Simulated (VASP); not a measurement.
# ZrC (Fm-3m) in VASP: notebook

ZrC is run at these levels: PBE; tasks: single point, relaxation of cell and atoms.

Program: VASP 6.6.1. These are calculated values, not measurements. Logs are shortened: lines on timing, memory, paths and dates and some standing lists are left out, and cuts for length are marked.

### 1 The cell of the first run

It takes space group Fm-3m (No. 225, cubic). Conventional cell: a = 4.709 Å, b = 4.709 Å, c = 4.709 Å, α = 90.00°, β = 90.00°, γ = 90.00°. Zr (site symmetry m-3m) has 6 C at 2.35 Å within 3.1 Å. Within 3.1 Å of C (site symmetry m-3m) lie 6 Zr at 2.35 Å.

### 2 Single point, PBE

Input file INCAR:

```
PREC = Accurate
ENCUT = 520
EDIFF = 1E-7
ISMEAR = 0
SIGMA = 0.1
LREAL = False
LASPH = True
NELM = 80
ALGO = Normal
ISIF = 2
LWAVE = False
LCHARG = True
GGA = PE
LELF = True
LVHAR = True
NBANDS = 15
```

Input file KPOINTS:

```
regular mesh
0
Gamma
  16 16 16
```

Input file POSCAR:

```
ZrC
1.0
    0.0000000000      2.3544378064      2.3544378064
    2.3544378064      0.0000000000      2.3544378064
    2.3544378064      2.3544378064      0.0000000000
Zr C
1 1
Direct
    0.0000000000      0.0000000000      0.0000000000
    0.5000000000      0.5000000000      0.5000000000
```

Potentials or basis: VASP PAW PBE potentials, release 64 (Zr_sv, C).

Command:

```bash
$ cat potpaw_PBE.64/Zr_sv/POTCAR potpaw_PBE.64/C/POTCAR > POTCAR
$ mpirun -np 1 vasp_std > vasp.out
```

OUTCAR:

```text
PREC = Accurate
   ENCUT = 520
   EDIFF = 1E-7
   ISMEAR = 0
   LREAL = False
   LASPH = True
   NELM = 80
   ISIF = 2
   GGA = PE

 ion  position               nearest neighbor table
   1  0.000  0.000  0.000-   2 2.35   2 2.35   2 2.35   2 2.35   2 2.35   2 2.35
   2  0.500  0.500  0.500-   1 2.35   1 2.35   1 2.35   1 2.35   1 2.35   1 2.35

  LATTYP: Found a face centered cubic cell.
 ALAT       =     4.7088756128

  Lattice vectors:

 A1 = (   0.0000000000,   2.3544378064,   2.3544378064)
 A2 = (   2.3544378064,   0.0000000000,   2.3544378064)
 A3 = (   2.3544378064,   2.3544378064,   0.0000000000)

Analysis of symmetry for initial positions (statically):
=====================================================================
 Subroutine PRICEL returns:
 Original cell was already a primitive cell.

 Routine SETGRP: Setting up the symmetry group for a
 face centered cubic supercell.

 Subroutine GETGRP returns: Found 48 space group operations
 (whereof 48 operations were pure point group operations)
 out of a pool of 48 trial point group operations.

The static configuration has the point symmetry O_h .

Analysis of symmetry for dynamics (positions and initial velocities):
=====================================================================
 Subroutine PRICEL returns:
 Original cell was already a primitive cell.

 Routine SETGRP: Setting up the symmetry group for a
 face centered cubic supercell.

 Subroutine GETGRP returns: Found 48 space group operations
 (whereof 48 operations were pure point group operations)
 out of a pool of 48 trial point group operations.

The dynamic configuration has the point symmetry O_h .

 Subroutine INISYM returns: Found 48 space group operations
 (whereof 48 operations are pure point group operations),
 and found     1 'primitive' translations

----------------------------------------------------------------------------------------

                                     Primitive cell

  volume of cell :      26.1031

  direct lattice vectors                    reciprocal lattice vectors
     0.000000000  2.354437806  2.354437806    -0.212364922  0.212364922  0.212364922
     2.354437806  0.000000000  2.354437806     0.212364922 -0.212364922  0.212364922
     2.354437806  2.354437806  0.000000000     0.212364922  0.212364922 -0.212364922

  length of vectors
     3.329677878  3.329677878  3.329677878     0.367826834  0.367826834  0.367826834

  position of ions in fractional coordinates (direct lattice)
     0.000000000  0.000000000  0.000000000
     0.500000000  0.500000000  0.500000000

  ion indices of the primitive-cell ions
   primitive index   ion index
                 1           1
                 2           2

----------------------------------------------------------------------------------------

 KPOINTS: regular mesh

Automatic generation of k-mesh.
 Grid dimensions read from file:
 generate k-points for:   16   16   16

 Generating k-lattice:

  Cartesian coordinates                     Fractional coordinates (reciprocal lattice)
    -0.013272808  0.013272808  0.013272808     0.062500000  0.000000000  0.000000000
     0.013272808 -0.013272808  0.013272808     0.000000000  0.062500000  0.000000000
     0.013272808  0.013272808 -0.013272808     0.000000000  0.000000000  0.062500000

  Length of vectors
     0.022989177  0.022989177  0.022989177

  Shift w.r.t. Gamma in fractional coordinates (k-lattice)
     0.000000000  0.000000000  0.000000000

 Subroutine IBZKPT returns following result:
 ===========================================

 Found    145 irreducible k-points:

 Following reciprocal coordinates:
            Coordinates               Weight
  0.000000  0.000000  0.000000      1.000000
  0.062500  0.000000  0.000000      8.000000
  0.125000  0.000000  0.000000      8.000000
  0.187500  0.000000  0.000000      8.000000
  0.250000  0.000000  0.000000      8.000000
  0.312500  0.000000  0.000000      8.000000
[... 16 lines left out ...]
 -0.125000  0.062500  0.000000     24.000000
 -0.062500  0.062500  0.000000     12.000000
 [... further k-points ...]
   k-points           NKPTS =    145   k-points in BZ     NKDIM =    145   number of bands    NBANDS=     15
   number of dos      NEDOS =    301   number of ions     NIONS =      2
   total plane-waves  NPLWV =  21952
   dimension x,y,z NGX =    28 NGY =   28 NGZ =   28
   dimension x,y,z NGXF=    56 NGYF=   56 NGZF=   56
   ions per type =               1   1
   NGX,Y,Z   is equivalent  to a cutoff of  13.98, 13.98, 13.98 a.u.
   NGXF,Y,Z  is equivalent  to a cutoff of  27.96, 27.96, 27.96 a.u.
 SYSTEM =  unknown system
   PREC   = accura    normal or accurate (medium, high low for compatibility)
   ISTART =      0    job   : 0-new  1-cont  2-samecut
   ICHARG =      2    charge: 1-file 2-atom 10-const
   ISPIN  =      1    spin polarized calculation?
   LNONCOLLINEAR =      F non collinear calculations
   LSORBIT =      F    spin-orbit coupling
   LASPH  =      T    aspherical Exc in radial PAW
   ENCUT  =  520.0 eV  38.22 Ry    6.18 a.u.   6.19  6.19  6.19*2*pi/ulx,y,z
   NELM   =     80;   NELMIN=  2; NELMDL= -5     # of ELM steps
   EDIFF  = 0.1E-06   stopping-criterion for ELM
   LREAL  =      F    real-space projection
   EDIFFG = 0.1E-05   stopping-criterion for IOM
   NSW    =      0    number of steps for IOM
   IBRION =     -1    ionic relax: 0-MD 1-quasi-New 2-CG
   NFREE  =      0    steps in history (QN), initial steepest desc. (CG)
   ISIF   =      2    stress and relaxation
   ISYM   =      2    0-nonsym 1-usesym 2-fastsym
   POTIM  = 0.5000    time-step for ionic-motion
   TEBEG  =    0.0;   TEEND  =   0.0 temperature during run
   PSTRESS=    0.0 pullay stress
   NELECT =      16.0000    total number of electrons
   NUPDOWN=      -1.0000    fix difference up-down
   EMIN   =  10.00;   EMAX   =-10.00  energy-range for DOS
   EFERMI =   0.00;   METHOD = LEGACY
   ISMEAR =     0;   SIGMA  =   0.10  broadening in eV -4-tet -1-fermi 0-gaus
   EFERMI_NEDOS =   21; number of points for ismear=-14 and -15
   IALGO  =     38    algorithm
   IMIX   =      4    mixing-type and parameters
     AMIX     =   0.40;   BMIX     =  1.00
     AMIX_MAG =   1.60;   BMIX_MAG =  1.00
  volume/ion in A,a.u.               =      13.05        88.08
  Fermi-wavevector in a.u.,A,eV,Ry     =   1.390649  2.627946 26.312379  1.933905
  Thomas-Fermi vector in A             =   2.514564
   LORBIT       =      0    0 simple, 1 ext, 2 COOP (PROOUT), +10 PAW based schemes
   GGA     = PE    functional components
   LHFCALC =     F    Hartree Fock is set to
   AEXX    =    0.0000 exact exchange contribution
   IVDW    =     0    specifies the selected vdW correction
   LEPSILON=     F    determine dielectric tensor
   LRPA    =     F    only Hartree local field effects (RPA)
 non-spin polarized calculation
 Gauss-broadening in eV      SIGMA  =   0.10
  energy-cutoff  :      520.00
  volume of cell :       26.10
 maximum number of plane-waves:       725
 NGX is ok and might be reduce to    28
   NGX = 13   NGY = 13   NGZ = 13

 number of electron      16.0000000 magnetization

 Free energy of the ion-electron system (eV)
  ---------------------------------------------------
  ext. energy  EPLUGINS =         0.00000000
  ---------------------------------------------------
  free energy    TOTEN  =       -19.46219591 eV

  energy without entropy =      -19.46025822  energy(sigma->0) =      -19.46122707

 E-fermi :   9.5401     XC(G=0): -12.1067

 val. band max:        9.5319760371   @ k =   0.3125   0.2500   0.0000
 cond. band min:       9.5422223202   @ k =   0.4375   0.4375   0.0000
 fundamental gap:      0.0102462831
 Fermi energy:         9.5401378998

 k-point     1 :       0.0000    0.0000    0.0000
  band No.  band energies     occupation
      1     -38.5751      2.00000
      2     -16.2890      2.00000
      3     -16.2890      2.00000
      4     -16.2890      2.00000
      5      -1.7367      2.00000
      6      10.4842      0.00000
      7      10.4842      0.00000
      8      10.4842      0.00000
      9      10.6431      0.00000
     10      10.6431      0.00000
     11      10.6431      0.00000
     12      12.3476      0.00000
     13      12.3476      0.00000
     14      16.7978      0.00000
     15      20.0052      0.00000

 k-point     2 :       0.0625    0.0000    0.0000
  band No.  band energies     occupation
      1     -38.5713      2.00000
      2     -16.3234      2.00000
      3     -16.2920      2.00000
      4     -16.2920      2.00000
      5      -1.6484      2.00000
      6       9.7452      0.00373
      7       9.9438      0.00000
      8       9.9438      0.00000
      9      10.8555      0.00000
     10      10.8555      0.00000
     11      11.1775      0.00000
     12      12.8587      0.00000
     13      12.8587      0.00000
     14      16.9928      0.00000
     15      20.2486      0.00000

 k-point     3 :       0.1250    0.0000    0.0000
  band No.  band energies     occupation
      1     -38.5607      2.00000
      2     -16.4199      2.00000
      3     -16.3006      2.00000
      4     -16.3006      2.00000
      5      -1.3923      2.00000
      6       8.7970      2.00000
      7       9.1681      2.00000
      8       9.1681      2.00000
      9      11.1416      0.00000
     10      11.1416      0.00000
     11      11.5999      0.00000
     12      13.8879      0.00000
     13      13.8879      0.00000
     14      17.4988      0.00000
     15      20.9175      0.00000
[... 343 lines left out ...]
 k-point    23 :      -0.1250    0.0625    0.0000
  band No.  band energies     occupation
      1     -38.5529      2.00000
      2     -16.4758      2.00000
      3     -16.3314      2.00000
      4     -16.2959      2.00000
      5      -1.2067      2.00000
      6       8.2742      2.00000
      7       8.6505      2.00000
      8       8.9504      2.00000
      9      11.0370      0.00000
     10      11.6849      0.00000
     11      11.9554      0.00000
     12      13.7123      0.00000
     13      14.9587      0.00000
     14      17.8772      0.00000
     15      21.3827      0.00000

 k-point    24 :      -0.0625    0.0625    0.0000
  band No.  band energies     occupation
      1     -38.5653      2.00000
      2     -16.3707      2.00000
      3     -16.3107      2.00000
      4     -16.2907      2.00000
      5      -1.5056      2.00000
      6       9.1622      2.00000
      7       9.3747      1.98069
      8       9.5197      1.22695
      9      10.7852      0.00000
     10      11.4029      0.00000
     11      11.4863      0.00000
     12      12.9673      0.00000
     13      13.8194      0.00000
     14      17.3065      0.00000
     15      20.6334      0.00000

 [... further k-points ...]
[... 5 lines left out ...]
  --------------------------------------------------------------------------------------
  -------------------------------------------------------------------------------------
  Total        0.0343347      0.0343347      0.0343347      0.0000000     -0.0000000     -0.0000000
  in kB        2.1074263      2.1074263      2.1074263      0.0000000     -0.0000000     -0.0000000
  external PRESSURE =       2.1074263 kB  Pullay stress =       0.0000000 kB

 VOLUME and BASIS-vectors are now :
 -----------------------------------------------------------------------------
  energy-cutoff  :      520.00
  volume of cell :       26.10
      direct lattice vectors                 reciprocal lattice vectors
     0.000000000  2.354437806  2.354437806    -0.212364922  0.212364922  0.212364922
     2.354437806  0.000000000  2.354437806     0.212364922 -0.212364922  0.212364922
     2.354437806  2.354437806  0.000000000     0.212364922  0.212364922 -0.212364922

 POSITION                                       TOTAL-FORCE (eV/Angst)
 -----------------------------------------------------------------------------------
      0.00000      0.00000      0.00000        -0.000000     -0.000000      0.000000
      2.35444      2.35444      2.35444         0.000000      0.000000     -0.000000
 -----------------------------------------------------------------------------------
    total drift:                                0.000000      0.000000      0.000000

  FREE ENERGIE OF THE ION-ELECTRON SYSTEM (eV)
  ---------------------------------------------------
  free  energy   TOTEN  =       -19.4621959073 eV

  energy  without entropy=      -19.4602582233  energy(sigma->0) =      -19.46122707
```

Wall time 45 s (1 thread of AMD EPYC 9R14 (Zen 4), shared host); peak memory 0.17 GiB.

Results:

* Free energy: -19.4622 eV
* Pressure: 0.2 GPa
* Band gap on the k mesh: zero (band 8 reaches 10.48 eV, above the bottom of band 9 at 9.18 eV)

Levels at points of the mesh, in eV from the Fermi level:
```
           k point  band 6  band 7  band 8  band 9  band 10  band 11
(0.00, 0.00, 0.00)    0.94    0.94    0.94    1.10     1.10     1.10
(0.50, 0.00, 0.00)   -5.26   -2.90   -2.90    4.48     4.48     5.31
(0.50, 0.50, 0.00)   -2.06   -1.73    0.06    0.06     4.43     5.64
```

### 3 Relaxation of cell and atoms, PBE

This run uses another cell than the first one, of 13.49 Å³/atom, 1.034 times its volume.

Input file INCAR:

```
SYSTEM = ZrC
ALGO     = Normal         ! electronic algorithm
EDIFF    = 1E-6           ! SCF threshold, eV
EDIFFG   = -0.005         ! ionic threshold
ENCUT    = 600            ! plane-wave cutoff, eV
GGA      = PE             ! functional
IBRION   = 2              ! ionic algorithm
ISIF     = 3              ! what is computed and relaxed
ISMEAR   = 0              ! smearing method
LASPH    = .True.         ! aspherical terms in the spheres
LCHARG   = .False.        ! write CHGCAR
LREAL    = .False.        ! projectors in reciprocal space
LWAVE    = .False.        ! write WAVECAR
NELM     = 60             ! most SCF steps
NSW      = 100            ! ionic steps
PREC     = Accurate       ! precision mode
SIGMA    = 0.1            ! smearing width, eV
```

Input file KPOINTS:

```
k-points
0
Gamma
  16 16 16
  0 0 0
```

Input file POSCAR:

```
ZrC
1.0
    0.0000000000      2.3805332553      2.3805332553
    2.3805332553      0.0000000000      2.3805332553
    2.3805332553      2.3805332553      0.0000000000
Zr C
1 1
Direct
    0.0000000000      0.0000000000      0.0000000000
    0.5000000000      0.5000000000      0.5000000000
```

Potentials or basis: VASP PAW PBE potentials, release 64 (Zr_sv, C).

Command:

```bash
$ cat potpaw_PBE.64/Zr_sv/POTCAR potpaw_PBE.64/C/POTCAR > POTCAR
$ mpirun -np 1 vasp_std > vasp.out
```

Run time: 100 s. Hardware: 1 thread of AMD EPYC 9R14 (Zen 4), shared host; peak memory 0.19 GiB.

It converged, with:

| Item | Value |
| --- | --- |
| Free energy | -19.4639 eV |
| Relaxed volume | 13.06 Å³/atom |
| Relaxed cell | a = 3.330 Å, b = 3.330 Å, c = 3.330 Å, α = 60.00°, β = 60.00°, γ = 60.00° |
| Space group after relaxing (to 0.05 Å) | Fm-3m (No. 225) |
| Energy gained by relaxing | 9.3 meV/atom |
| Ionic steps | 4 |
| Pressure after relaxing | 0.0 GPa |
| Band gap on the k mesh | zero (band 8 reaches 10.48 eV, above the bottom of band 9 at 9.17 eV) |

The path:
```csv
step,energy change (eV),largest force (eV/Å),pressure (GPa),volume (Å³)
1,0.0000,0.0000,-6.74,26.98
2,0.0295,0.0000,12.47,24.83
3,-0.0187,0.0000,-0.09,26.13
4,-0.0187,0.0000,0.04,26.11
```

Final structure:
```cif
data_structure
_symmetry_space_group_name_H-M 'P 1'
_symmetry_Int_Tables_number 1
_cell_length_a 3.3301
_cell_length_b 3.3301
_cell_length_c 3.3301
_cell_angle_alpha 60.000
_cell_angle_beta 60.000
_cell_angle_gamma 60.000
_cell_volume 26.11
loop_
_atom_site_label
_atom_site_type_symbol
_atom_site_fract_x
_atom_site_fract_y
_atom_site_fract_z
_atom_site_occupancy
Zr1 Zr 0.00000 0.00000 0.00000 1
C1 C 0.50000 0.50000 0.50000 1
```

Levels at points of the mesh, in eV from the Fermi level:
| k point | band 6 | band 7 | band 8 | band 9 | band 10 | band 11 |
| --- | --- | --- | --- | --- | --- | --- |
| (0.00, 0.00, 0.00) | 0.94 | 0.94 | 0.94 | 1.10 | 1.10 | 1.10 |
| (0.50, 0.00, 0.00) | -5.26 | -2.90 | -2.90 | 4.48 | 4.48 | 5.31 |
| (0.50, 0.50, 0.00) | -2.06 | -1.73 | 0.06 | 0.06 | 4.43 | 5.63 |
